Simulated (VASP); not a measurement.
**Cd2S: single point with PBEsol**

The system is Cd2S.

```
Cd S
1.0
     4.12118    0.00000    0.00000
    -2.06059    3.56904    0.00000
     0.00000    0.00000    5.80919
Cd S
2 1
Cartesian
  0.0000 2.3794 5.4183
  2.0606 1.1897 3.3620
  0.0000 2.3794 2.1245
```

| Item | Value |
| --- | --- |
| Program | VASP 6.6.1 |
| Task | single point |
| Functional | PBEsol |
| Potentials or basis | VASP PAW PBE potentials, release 64 (Cd, S) |
| Cutoff | 520 eV |
| k mesh | 6 × 6 × 4 |
| Occupations | fermi-dirac, width 0.05 eV |
| Spin | no spin polarisation |
| Dipole correction | no |
| Further INCAR settings | ALGO = Normal; EDIFF = 1e-06; NBANDS = 22 |

| Quantity | Value |
| --- | --- |
| Pressure | -4.7 GPa |
| Largest force | 0.337 eV/Å |
| Band gap on the k mesh | 0.11 eV, indirect (least direct gap 0.37 eV) |

Forces in eV/Å, atoms in the order of the input:
```
Cd   0.000  0.000 -0.071
Cd   0.000  0.000 -0.265
S    0.000  0.000  0.337
```

Stress tensor (GPa, compression positive):
```
-4.87  0.00  0.00
 0.00 -4.87  0.00
 0.00  0.00 -4.48
```

Levels at points of the mesh, in eV from the valence-band top:
```tsv
k point	band 13	band 14	band 15	band 16	band 17	band 18
(0.00, 0.00, 0.00)	-3.65	-1.05	-1.05	2.51	4.78	6.15
(0.50, 0.00, 0.00)	-3.08	-1.81	-1.49	0.49	2.83	4.33
(0.00, 0.00, 0.50)	-0.96	-0.96	-0.24	0.80	4.51	5.69
(0.50, 0.00, 0.50)	-3.84	-1.60	-1.03	1.37	2.94	3.97
```

Wall time 80 s on 1 thread of AMD EPYC 7R13 (shared host), peak memory 0.19 GiB.

Caveat: the PAW data sets were made with another functional, which shifts forces and pressure a little. A k mesh can miss the band edges.
